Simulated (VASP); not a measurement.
# AlNi: single point with r2SCAN

The system is AlNi.

```
Al Ni
1.0
     2.77413    0.00000    0.00000
     0.00000    2.77413    0.00000
     0.00000    0.00000    2.99530
Al Ni
1 1
Direct
  0.00000 0.00000 0.00000
  0.50000 0.50000 0.50000
```

This cell differs from its parent crystal: biaxial strain in the a-b plane: -3.0 %, then relaxed in part.

| Property | Result |
| --- | --- |
| Program | VASP 6.6.1 |
| Task | single point |
| Functional | r2SCAN |
| Potentials or basis | VASP PAW PBE potentials, release 64 (Al, Ni) |
| Cutoff | 520 eV |
| k mesh | 18 × 18 × 18 |
| Occupations | gaussian, width 0.1 eV |
| Spin | no spin polarisation |
| Dipole correction | no |
| Further INCAR settings | ALGO = Normal; EDIFF = 1e-06; NBANDS = 14 |

```yaml
Pressure: 3.4 GPa
Band_gap_on_the_k_mesh: zero (an odd number of electrons rules out a gap without spin polarisation)
```

Stress tensor (GPa, compression positive):
```
 5.31  0.00  0.00
 0.00  5.31  0.00
 0.00  0.00 -0.31
```

Levels at points of the mesh, in eV from the Fermi level:
```csv
k point,band 4,band 5,band 6,band 7,band 8,band 9,band 10,band 11
"(0.00, 0.00, 0.00)",-1.72,-1.72,-1.54,4.16,7.09,7.09,7.95,8.87
"(0.50, 0.00, 0.00)",-2.74,-2.30,-1.61,-0.45,8.53,9.09,10.74,11.80
"(0.50, 0.50, 0.00)",-2.81,-2.48,-2.48,-0.93,2.14,3.39,12.45,15.02
"(0.00, 0.00, 0.50)",-2.28,-2.28,-1.49,-1.08,8.74,11.51,11.51,12.29
"(0.50, 0.00, 0.50)",-3.17,-2.20,-2.10,-1.19,1.49,2.64,14.48,16.34
"(0.50, 0.50, 0.50)",-1.17,-0.91,1.90,2.11,2.11,4.52,4.52,4.84
```

Wall time 8.9 min on 1 thread of Intel Xeon 8259CL, with other jobs on the host, peak memory 0.3 GiB.

Caveat: the cell differs from its parent crystal (biaxial strain in the a-b plane: -3.0 %, then relaxed in part); the stress differs along the axes, from -0 to 5 GPa; the PAW data sets were made with another functional, which shifts forces and pressure a little. Spin polarisation is off, so any magnetic state and its effect on volume and gap are missing.
